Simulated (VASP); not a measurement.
Input of a VASP 6.6.1 run:

File INCAR:

```
ALGO = Normal
EDIFF = 1E-7
EDIFFG = -0.01
ENCUT = 600
GGA = PE
IBRION = 2
ISIF = 3
ISMEAR = 0
LASPH = T
LCHARG = F
LREAL = F
LWAVE = F
NELM = 80
NSW = 100
PREC = Accurate
SIGMA = 0.1
```

File KPOINTS:

```
k-points
0
Gamma
  8 8 8
```

File POSCAR:

```
Sb2As
1.0
    0.0000000000      4.2579925424      4.2579925424
    4.2579925424      0.0000000000      4.2579925424
    4.2579925424      4.2579925424      0.0000000000
Sb As
4 2
Direct
    0.6250000000      0.6250000000      0.6250000000
    0.1250000000      0.6250000000      0.6250000000
    0.6250000000      0.6250000000      0.1250000000
    0.6250000000      0.1250000000      0.6250000000
    0.0000000000      0.0000000000      0.0000000000
    0.2500000000      0.2500000000      0.2500000000
```

Potentials or basis: VASP PAW PBE potentials, release 64 (Sb, As).

The run is started by

```console
$ cat potpaw_PBE.64/Sb/POTCAR potpaw_PBE.64/As/POTCAR > POTCAR
$ mpirun -np 1 vasp_std > vasp.out
```

(1) Predict the space group after relaxing (to 0.1 Å).

(2) What does it give for the band gap on the k mesh?

(3) What does it give for the relaxed volume?

Results:

(1) Fd-3m (No. 227).

(2) zero (bands 15 and 16 overlap by 0.74 eV).

(3) 27.03 Å³/atom.

Caveat: spin-orbit coupling is left out, which moves the levels of the heavy elements.
